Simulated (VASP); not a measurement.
# PbO2 (Fm-3m) in VASP: a series of runs

Aim: see how the results for PbO2 move with the level of theory and the settings. Levels: PBE+U, RPBE+U. Tasks: single point.

Program: VASP 6.6.1. These are calculated values, not measurements. Logs are shortened: lines on timing, memory, paths and dates and some standing lists are left out, and cuts for length are marked.

### Step 1. The cell of the first run

The structure is cubic, space group Fm-3m (No. 225). Conventional cell: a = 5.404 Å, b = 5.404 Å, c = 5.404 Å, α = 90.00°, β = 90.00°, γ = 90.00°. Within 3.1 Å of Pb (site symmetry m-3m) lie 8 O at 2.34 Å. O (site symmetry -43m) has 4 Pb at 2.34 Å and 6 O at 2.70 Å within 3.1 Å.

### Step 2. Single point, PBE+U

INCAR

```
SYSTEM = PbO2
PREC = Accurate ; ENCUT = 1340
EDIFF = 1E-6 ; ISMEAR = 0
SIGMA = 0.1 ; LREAL = .FALSE.
LASPH = .TRUE. ; NELM = 200
ALGO = Normal ; ISIF = 2
LWAVE = .FALSE. ; LCHARG = .FALSE.
LDAU = .TRUE. ; LDAUTYPE = 2
LDAUL = -1 1 ; LDAUU = 0 6.2
LDAUJ = 0 0 ; LDAUPRINT = 1
GGA = PE ; NBANDS = 20
GGA_COMPAT = .FALSE.
```

KPOINTS

```
regular mesh
0
G
  6 6 6
  0 0 0
```

POSCAR

```
PbO2
1.0
    0.0000000000      2.7019920000      2.7019920000
    2.7019920000      0.0000000000      2.7019920000
    2.7019920000      2.7019920000      0.0000000000
Pb O
1 2
Direct
    0.0000000000      0.0000000000      0.0000000000
    0.2500000000      0.2500000000      0.2500000000
    0.7500000000      0.7500000000      0.7500000000
```

Potentials or basis: VASP PAW PBE potentials, release 64 (Pb_d, O_h).

On the command line:

```console
> cat potpaw_PBE.64/Pb_d/POTCAR potpaw_PBE.64/O_h/POTCAR > POTCAR
> mpirun -np 1 vasp_std > vasp.out
```

OUTCAR:

```text
SYSTEM = PbO2
   PREC = Accurate
   ENCUT = 1340
   EDIFF = 1E-6
   ISMEAR = 0
   LREAL = .FALSE.
   LASPH = .TRUE.
   NELM = 200
   ISIF = 2
   GGA = PE

 ion  position               nearest neighbor table
   1  0.000  0.000  0.000-   3 2.34   3 2.34   3 2.34   2 2.34   2 2.34   2 2.34   3 2.34   2 2.34

   2  0.250  0.250  0.250-   1 2.34   1 2.34   1 2.34   1 2.34
   3  0.750  0.750  0.750-   1 2.34   1 2.34   1 2.34   1 2.34

  LATTYP: Found a face centered cubic cell.
 ALAT       =     5.4039840000

  Lattice vectors:

 A1 = (   0.0000000000,   2.7019920000,   2.7019920000)
 A2 = (   2.7019920000,   0.0000000000,   2.7019920000)
 A3 = (   2.7019920000,   2.7019920000,   0.0000000000)

Analysis of symmetry for initial positions (statically):
=====================================================================
 Subroutine PRICEL returns:
 Original cell was already a primitive cell.

 Routine SETGRP: Setting up the symmetry group for a
 face centered cubic supercell.

 Subroutine GETGRP returns: Found 48 space group operations
 (whereof 48 operations were pure point group operations)
 out of a pool of 48 trial point group operations.

The static configuration has the point symmetry O_h .

Analysis of symmetry for dynamics (positions and initial velocities):
=====================================================================
 Subroutine PRICEL returns:
 Original cell was already a primitive cell.

 Routine SETGRP: Setting up the symmetry group for a
 face centered cubic supercell.

 Subroutine GETGRP returns: Found 48 space group operations
 (whereof 48 operations were pure point group operations)
 out of a pool of 48 trial point group operations.

The dynamic configuration has the point symmetry O_h .

 Subroutine INISYM returns: Found 48 space group operations
 (whereof 48 operations are pure point group operations),
 and found     1 'primitive' translations

----------------------------------------------------------------------------------------

                                     Primitive cell

  volume of cell :      39.4532

  direct lattice vectors                    reciprocal lattice vectors
     0.000000000  2.701992000  2.701992000    -0.185048660  0.185048660  0.185048660
     2.701992000  0.000000000  2.701992000     0.185048660 -0.185048660  0.185048660
     2.701992000  2.701992000  0.000000000     0.185048660  0.185048660 -0.185048660

  length of vectors
     3.821193732  3.821193732  3.821193732     0.320513682  0.320513682  0.320513682

  position of ions in fractional coordinates (direct lattice)
     0.000000000  0.000000000  0.000000000
     0.250000000  0.250000000  0.250000000
     0.750000000  0.750000000  0.750000000

  ion indices of the primitive-cell ions
   primitive index   ion index
                 1           1
                 2           2
                 3           3

----------------------------------------------------------------------------------------

 KPOINTS: regular mesh

Automatic generation of k-mesh.
 Grid dimensions read from file:
 generate k-points for:    6    6    6

 Generating k-lattice:

  Cartesian coordinates                     Fractional coordinates (reciprocal lattice)
    -0.030841443  0.030841443  0.030841443     0.166666667  0.000000000  0.000000000
     0.030841443 -0.030841443  0.030841443     0.000000000  0.166666667  0.000000000
     0.030841443  0.030841443 -0.030841443     0.000000000  0.000000000  0.166666667

  Length of vectors
     0.053418947  0.053418947  0.053418947

  Shift w.r.t. Gamma in fractional coordinates (k-lattice)
     0.000000000  0.000000000  0.000000000

 Subroutine IBZKPT returns following result:
 ===========================================

 Found     16 irreducible k-points:

 Following reciprocal coordinates:
            Coordinates               Weight
  0.000000  0.000000  0.000000      1.000000
  0.166667  0.000000  0.000000      8.000000
  0.333333  0.000000  0.000000      8.000000
  0.500000  0.000000  0.000000      4.000000
  0.166667  0.166667  0.000000      6.000000
  0.333333  0.166667  0.000000     24.000000
[... 8 lines left out ...]
 -0.333333  0.333333  0.166667     24.000000
 -0.333333  0.500000  0.166667     12.000000
   k-points           NKPTS =     16   k-points in BZ     NKDIM =     16   number of bands    NBANDS=     20
   number of dos      NEDOS =    301   number of ions     NIONS =      3
   total plane-waves  NPLWV = 110592
   dimension x,y,z NGX =    48 NGY =   48 NGZ =   48
   dimension x,y,z NGXF=    96 NGYF=   96 NGZF=   96
   ions per type =               1   2
   NGX,Y,Z   is equivalent  to a cutoff of  20.88, 20.88, 20.88 a.u.
   NGXF,Y,Z  is equivalent  to a cutoff of  41.77, 41.77, 41.77 a.u.
 SYSTEM =  PbO2
   PREC   = accura    normal or accurate (medium, high low for compatibility)
   ISTART =      0    job   : 0-new  1-cont  2-samecut
   ICHARG =      2    charge: 1-file 2-atom 10-const
   ISPIN  =      1    spin polarized calculation?
   LNONCOLLINEAR =      F non collinear calculations
   LSORBIT =      F    spin-orbit coupling
   LASPH  =      T    aspherical Exc in radial PAW
   ENCUT  = 1340.0 eV  98.49 Ry    9.92 a.u.  11.41 11.41 11.41*2*pi/ulx,y,z
   NELM   =    200;   NELMIN=  2; NELMDL= -5     # of ELM steps
   EDIFF  = 0.1E-05   stopping-criterion for ELM
   LREAL  =      F    real-space projection
   EDIFFG = 0.1E-04   stopping-criterion for IOM
   NSW    =      0    number of steps for IOM
   IBRION =     -1    ionic relax: 0-MD 1-quasi-New 2-CG
   NFREE  =      0    steps in history (QN), initial steepest desc. (CG)
   ISIF   =      2    stress and relaxation
   ISYM   =      2    0-nonsym 1-usesym 2-fastsym
   POTIM  = 0.5000    time-step for ionic-motion
   TEBEG  =    0.0;   TEEND  =   0.0 temperature during run
   PSTRESS=    0.0 pullay stress
   NELECT =      26.0000    total number of electrons
   NUPDOWN=      -1.0000    fix difference up-down
   EMIN   =  10.00;   EMAX   =-10.00  energy-range for DOS
   EFERMI =   0.00;   METHOD = LEGACY
   ISMEAR =     0;   SIGMA  =   0.10  broadening in eV -4-tet -1-fermi 0-gaus
   EFERMI_NEDOS =   21; number of points for ismear=-14 and -15
   IALGO  =     38    algorithm
   IMIX   =      4    mixing-type and parameters
     AMIX     =   0.40;   BMIX     =  1.00
     AMIX_MAG =   1.60;   BMIX_MAG =  1.00
  volume/ion in A,a.u.               =      13.15        88.75
  Fermi-wavevector in a.u.,A,eV,Ry     =   1.424640  2.692180 27.614384  2.029600
  Thomas-Fermi vector in A             =   2.545110
   LORBIT       =      0    0 simple, 1 ext, 2 COOP (PROOUT), +10 PAW based schemes
 LDA+U is selected, type is set to LDAUTYPE =  2
   angular momentum for each species LDAUL =    -1    1
   U (eV)           for each species LDAUU =   0.0  6.2
   J (eV)           for each species LDAUJ =   0.0  0.0
   GGA     = PE    functional components
   LHFCALC =     F    Hartree Fock is set to
   AEXX    =    0.0000 exact exchange contribution
   IVDW    =     0    specifies the selected vdW correction
   LEPSILON=     F    determine dielectric tensor
   LRPA    =     F    only Hartree local field effects (RPA)
 non-spin polarized calculation
 Gauss-broadening in eV      SIGMA  =   0.10
  energy-cutoff  :     1340.00
  volume of cell :       39.45
 maximum number of plane-waves:      4477
 NGX is ok and might be reduce to    48
   NGX = 23   NGY = 23   NGZ = 23

 number of electron      26.0000002 magnetization

 Free energy of the ion-electron system (eV)
  ---------------------------------------------------
  ext. energy  EPLUGINS =         0.00000000
  ---------------------------------------------------
  free energy    TOTEN  =        -6.85918809 eV

  energy without entropy =       -6.85768860  energy(sigma->0) =       -6.85843834

 E-fermi :   6.2700     XC(G=0): -11.1712

 val. band max:        6.1763120286   @ k =  -0.3333   0.5000   0.1667
 cond. band min:       6.4161974714   @ k =   0.1667   0.1667   0.0000
 fundamental gap:      0.2398854429
 Fermi energy:         6.2700075721

 k-point     1 :       0.0000    0.0000    0.0000
  band No.  band energies     occupation
      1     -12.6663      2.00000
      2      -9.9255      2.00000
      3      -9.5950      2.00000
      4      -9.5950      2.00000
      5      -9.5950      2.00000
      6      -9.3592      2.00000
[... 12 lines left out ...]
     19      21.5955      0.00000
     20      21.5955      0.00000

 k-point     2 :       0.1667    0.0000    0.0000
  band No.  band energies     occupation
      1     -12.4580      2.00000
      2     -10.6454      2.00000
      3      -9.5651      2.00000
      4      -9.5651      2.00000
      5      -9.3595      2.00000
      6      -9.3595      2.00000
[... 12 lines left out ...]
     19      21.4097      0.00000
     20      21.4097      0.00000

 k-point     3 :       0.3333    0.0000    0.0000
  band No.  band energies     occupation
      1     -12.0782      2.00000
      2     -11.0900      2.00000
      3      -9.5282      2.00000
      4      -9.5282      2.00000
      5      -9.3352      2.00000
      6      -9.3352      2.00000
[... 12 lines left out ...]
     19      21.2059      0.00000
     20      21.2059      0.00000

 k-point     4 :       0.5000    0.0000    0.0000
  band No.  band energies     occupation
      1     -12.0041      2.00000
      2     -11.0381      2.00000
      3      -9.5231      2.00000
      4      -9.5231      2.00000
      5      -9.3086      2.00000
      6      -9.3086      2.00000
[... 245 lines left out ...]
 k-point    15 :      -0.3333    0.3333    0.1667
  band No.  band energies     occupation
      1     -11.7168      2.00000
      2     -11.5007      2.00000
      3      -9.4226      2.00000
      4      -9.3984      2.00000
      5      -9.3305      2.00000
      6      -8.7277      2.00000
[... 12 lines left out ...]
     19      21.7699      0.00000
     20      23.7232      0.00000

 k-point    16 :      -0.3333    0.5000    0.1667
  band No.  band energies     occupation
      1     -11.7185      2.00000
      2     -11.4805      2.00000
      3      -9.4484      2.00000
      4      -9.3420      2.00000
      5      -9.3242      2.00000
      6      -8.9258      2.00000
[... 12 lines left out ...]
     19      22.5792      0.00000
     20      22.8996      0.00000

------------------------ aborting loop because EDIFF is reached ----------------------------------------

  FORCE on cell =-STRESS in cart. coord.  units (eV):
  Direction    XX          YY          ZZ          XY          YZ          ZX
  --------------------------------------------------------------------------------------
  -------------------------------------------------------------------------------------
  Total        0.5492920      0.5492920      0.5492920      0.0000000      0.0000000     -0.0000000
  in kB       22.3065142     22.3065142     22.3065142      0.0000000      0.0000000     -0.0000000
  external PRESSURE =      22.3065142 kB  Pullay stress =       0.0000000 kB

 VOLUME and BASIS-vectors are now :
 -----------------------------------------------------------------------------
  energy-cutoff  :     1340.00
  volume of cell :       39.45
      direct lattice vectors                 reciprocal lattice vectors
     0.000000000  2.701992000  2.701992000    -0.185048660  0.185048660  0.185048660
     2.701992000  0.000000000  2.701992000     0.185048660 -0.185048660  0.185048660
     2.701992000  2.701992000  0.000000000     0.185048660  0.185048660 -0.185048660

 POSITION                                       TOTAL-FORCE (eV/Angst)
 -----------------------------------------------------------------------------------
      0.00000      0.00000      0.00000        -0.000000      0.000000     -0.000000
      1.35100      1.35100      1.35100         0.000000     -0.000000      0.000000
      4.05299      4.05299      4.05299        -0.000000     -0.000000     -0.000000
 -----------------------------------------------------------------------------------
    total drift:                               -0.000000     -0.000000      0.000000

  FREE ENERGIE OF THE ION-ELECTRON SYSTEM (eV)
  ---------------------------------------------------
  free  energy   TOTEN  =        -6.8591880883 eV

  energy  without entropy=       -6.8576885972  energy(sigma->0) =       -6.85843834
```

It took 43 s on 1 thread of Intel Xeon Platinum 8559C (Emerald Rapids), shared host; peak memory 0.34 GiB.

What came out:

| Item | Value |
| --- | --- |
| Free energy | -6.8592 eV |
| Pressure | 2.2 GPa |
| Band gap on the k mesh | zero (bands 13 and 14 overlap by 1.21 eV) |

Levels at points of the mesh, in eV from the Fermi level:
```tsv
k point	band 10	band 11	band 12	band 13	band 14	band 15	band 16	band 17
(0.00, 0.00, 0.00)	-2.09	-2.09	-1.30	-1.30	-1.30	6.77	6.77	6.77
(0.50, 0.00, 0.00)	-2.89	-2.89	-1.52	-1.52	2.47	6.96	9.32	9.32
(0.50, 0.50, 0.00)	-4.61	-0.32	-0.22	-0.22	1.52	5.91	9.27	10.67
```

Caveat: spin-orbit coupling is left out, which moves the levels of the heavy elements; U without spin polarisation on a metal has little footing.

### Step 3. Single point, PBE+U

This run uses another cell than the first one, of 17.62 Å³/atom.

INCAR

```
  ALGO = Normal
  EDIFF = 1E-6
  ENCUT = 1340
  GGA = PE
  GGA_COMPAT = False
  ISIF = 2
  ISMEAR = 0
  LASPH = True
  LCHARG = False
  LDAU = True
  LDAUJ = 0 0
  LDAUL = -1 1
  LDAUPRINT = 1
  LDAUTYPE = 2
  LDAUU = 0 5.5
  LREAL = False
  LWAVE = False
  NBANDS = 20
  NELM = 200
  PREC = Accurate
  SIGMA = 0.1
```

KPOINTS

```
k-points
0
Gamma
  6 6 6
```

POSCAR

```
PbO2
1.0
    0.0000000000      2.9788753107      2.9788753107
    2.9788753107      0.0000000000      2.9788753107
    2.9788753107      2.9788753107      0.0000000000
Pb O
1 2
Direct
    0.0000000000      0.0000000000      0.0000000000
    0.2500000000      0.2500000000      0.2500000000
    0.7500000000      0.7500000000      0.7500000000
```

Potentials or basis: VASP PAW PBE potentials, release 64 (Pb_d, O_h).

On the command line:

```console
> cat potpaw_PBE.64/Pb_d/POTCAR potpaw_PBE.64/O_h/POTCAR > POTCAR
> mpirun -np 1 vasp_std > vasp.out
```

Run time: 42 s. Hardware: 1 thread of Intel Xeon 6975P-C (Granite Rapids), shared host; peak memory 0.36 GiB.

Results (log left out):

| Quantity | Value |
| --- | --- |
| Free energy | -6.9572 eV |
| Pressure | -17.2 GPa |
| Band gap on the k mesh | zero (bands 13 and 14 overlap by 0.74 eV) |

Levels at points of the mesh, in eV from the Fermi level:
```
           k point  band 11  band 12  band 13  band 14  band 15  band 16
(0.00, 0.00, 0.00)    -1.43    -0.73    -0.73    -0.73     5.99     5.99
(0.50, 0.00, 0.00)    -1.79    -0.97    -0.97     1.19     5.75     7.41
(0.50, 0.50, 0.00)    -0.06    -0.06    -0.03     0.56     4.52     8.21
```

Caveat: the cell stands under tension; semilocal functionals underestimate gaps, and a narrow one can read as zero; spin-orbit coupling is left out, which moves the levels of the heavy elements; U without spin polarisation on a metal has little footing.

### Step 4. Single point, RPBE+U

This run uses another cell than the first one, of 11.97 Å³/atom.

INCAR

```
SYSTEM = PbO2
  ALGO = Normal
  EDIFF = 1E-6
  ENCUT = 1340
  GGA = RP
  GGA_COMPAT = .False.
  ISIF = 2
  ISMEAR = 0
  LASPH = .True.
  LCHARG = .False.
  LDAU = .True.
  LDAUJ = 0 0
  LDAUL = -1 1
  LDAUPRINT = 1
  LDAUTYPE = 2
  LDAUU = 0 8.8
  LREAL = .False.
  LWAVE = .False.
  NBANDS = 20
  NELM = 200
  PREC = Accurate
  SIGMA = 0.1
```

KPOINTS

```
k-points
0
Gamma
  6 6 6
  0 0 0
```

POSCAR

```
PbO2
1.0
    0.0000000000      2.6183710443      2.6183710443
    2.6183710443      0.0000000000      2.6183710443
    2.6183710443      2.6183710443      0.0000000000
Pb O
1 2
Direct
    0.0000000000      0.0000000000      0.0000000000
    0.2500000000      0.2500000000      0.2500000000
    0.7500000000      0.7500000000      0.7500000000
```

On the command line:

```console
> cat potpaw_PBE.64/Pb_d/POTCAR potpaw_PBE.64/O_h/POTCAR > POTCAR
> mpirun -np 1 vasp_std > vasp.out
```

Run time: 46 s. Hardware: 1 thread of Intel Xeon Platinum 8375C at 2.90GHz (Ice Lake), shared host; peak memory 0.34 GiB.

It converged, with:

```
Free energy            : -1.6411 eV
Pressure               : 24.2 GPa
Band gap on the k mesh : zero (bands 13 and 14 overlap by 1.42 eV)
```

Levels at points of the mesh, in eV from the Fermi level:
```csv
k point,band 9,band 10,band 11,band 12,band 13,band 14,band 15,band 16,band 17,band 18
"(0.00, 0.00, 0.00)",-2.27,-2.27,-2.27,-1.52,-1.52,-1.52,7.08,7.08,7.08,12.30
"(0.50, 0.00, 0.00)",-3.88,-3.31,-3.31,-1.68,-1.68,3.09,7.46,10.11,10.11,15.03
"(0.50, 0.50, 0.00)",-5.23,-5.23,-0.43,-0.25,-0.25,1.99,6.53,9.71,11.71,11.71
```

Caveat: the cell stands under pressure; the PAW data sets were made with another functional, which shifts forces and pressure a little; spin-orbit coupling is left out, which moves the levels of the heavy elements; U without spin polarisation on a metal has little footing.

### Step 5. Single point, PBE+U

INCAR

```
PREC = Accurate ; ENCUT = 1340
EDIFF = 1E-6 ; ISMEAR = 0
SIGMA = 0.1 ; LREAL = F
LASPH = T ; NELM = 200
ALGO = Normal ; ISIF = 2
LWAVE = F ; LCHARG = T
LDAU = T ; LDAUTYPE = 2
LDAUL = -1 1 ; LDAUU = 0 8.4
LDAUJ = 0 0 ; LDAUPRINT = 1
GGA = PE ; LELF = T
LVHAR = T ; NBANDS = 20
GGA_COMPAT = F
```

KPOINTS

```
regular mesh
0
Gamma
  6 6 6
```

POSCAR

```
PbO2
1.0
    0.0000000000      2.7019920000      2.7019920000
    2.7019920000      0.0000000000      2.7019920000
    2.7019920000      2.7019920000      0.0000000000
Pb O
1 2
Direct
    0.0000000000      0.0000000000      0.0000000000
    0.2500000000      0.2500000000      0.2500000000
    0.7500000000      0.7500000000      0.7500000000
```

On the command line:

```console
> cat potpaw_PBE.64/Pb_d/POTCAR potpaw_PBE.64/O_h/POTCAR > POTCAR
> mpirun -np 1 vasp_std > vasp.out
```

Run time: 57 s. Hardware: 1 thread of Intel Xeon Platinum 8259CL at 2.50GHz (Skylake/Cascade Lake), shared host; peak memory 0.34 GiB.

The run converged. Its results:

* Free energy: -3.7619 eV
* Pressure: 3.0 GPa
* Band gap on the k mesh: zero (bands 13 and 14 overlap by 1.22 eV)

Levels at points of the mesh, in eV from the Fermi level:
| k point | band 11 | band 12 | band 13 | band 14 | band 15 | band 16 |
| --- | --- | --- | --- | --- | --- | --- |
| (0.00, 0.00, 0.00) | -2.10 | -1.31 | -1.31 | -1.31 | 6.72 | 6.72 |
| (0.50, 0.00, 0.00) | -2.91 | -1.53 | -1.53 | 2.47 | 6.93 | 9.29 |
| (0.50, 0.50, 0.00) | -0.32 | -0.22 | -0.22 | 1.50 | 5.84 | 9.24 |

Caveat: the cell stands under pressure; spin-orbit coupling is left out, which moves the levels of the heavy elements; U without spin polarisation on a metal has little footing.

### Step 6. The runs side by side

```csv
level,U,cell,gap on the mesh (eV),pressure (GPa)
PBE+U,O p U = 6.2 eV,"a = 3.821 Å, angles 60.0°, 3 atoms",none,2.2
PBE+U,O p U = 5.5 eV,"a = 4.213 Å, angles 60.0°, 3 atoms",none,-17.2
RPBE+U,O p U = 8.8 eV,"a = 3.703 Å, angles 60.0°, 3 atoms",none,24.2
PBE+U,O p U = 8.4 eV,"a = 3.821 Å, angles 60.0°, 3 atoms",none,3.0
```

Alike in all rows: task single point; potentials or basis VASP PAW PBE potentials, release 64 (Pb_d, O_h); no spin polarisation; k mesh 6 × 6 × 6; cutoff (eV) 1340; smearing gaussian 0.1 eV.

Caveats: spin-orbit coupling is left out, which moves the levels of the heavy elements; U without spin polarisation on a metal has little footing; the cell stands under pressure (at least some runs); the cell stands under tension (at least some runs); semilocal functionals underestimate gaps, and a narrow one can read as zero (at least some runs); the PAW data sets were made with another functional, which shifts forces and pressure a little (at least some runs).

Total energies depend on the potentials used, so only differences within one code and one set of settings carry meaning.

The gap in the log of VASP goes by the Fermi energy; the results here count the filled bands.